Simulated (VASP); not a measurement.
Wanted: the native input for a VASP 6.6.1 run.

- Task: single point
- Functional: PBEsol
- Potentials or basis: VASP PAW PBE potentials, release 64 (Al, Ni)
- Cutoff: 520 eV
- k mesh: 20 × 20 × 20
- Occupations: gaussian, width 0.15 eV
- Spin: no spin polarisation
- Dipole correction: no
- Further INCAR settings: ALGO = Fast; EDIFF = 1e-06; NBANDS = 14

The structure of AlNi lies in POSCAR:

```
AlNi
1.0
    2.7548343434      0.0000000000      0.0000000000
    0.0000000000      2.7548343434      0.0000000000
    0.0000000000      0.0000000000      2.8621655516
Al Ni
1 1
Direct
    0.0000000000      0.0000000000      0.0000000000
    0.5000000000      0.5000000000      0.5000000000
```

This cell differs from its parent crystal: strain -0.0375 x Voigt [1, 1, 0, 0, 0, 0].

One way to write it, as run:

INCAR

```
  PREC = Accurate
  ENCUT = 520
  EDIFF = 1E-6
  ISMEAR = 0
  SIGMA = 0.15
  LREAL = False
  LASPH = True
  NELM = 60
  ALGO = Fast
  ISIF = 2
  LWAVE = False
  LCHARG = True
  GGA = PS
  LELF = True
  LVHAR = True
  NBANDS = 14
```

KPOINTS

```
Automatic mesh
0
Gamma
  20 20 20
```

Potentials or basis: VASP PAW PBE potentials, release 64 (Al, Ni).

Launch:

```sh
$ cat potpaw_PBE.64/Al/POTCAR potpaw_PBE.64/Ni/POTCAR > POTCAR
$ mpirun -np 1 vasp_std > vasp.out
```

Results of the run:

The pressure is 16.0 GPa.

Caveat: the cell differs from its parent crystal (strain -0.0375 x Voigt [1, 1, 0, 0, 0, 0]); the PAW data sets were made with another functional, which shifts forces and pressure a little.

It took 2.1 min on 1 thread of Intel Xeon 6975P-C, with other jobs on the host, peak memory 0.32 GiB.
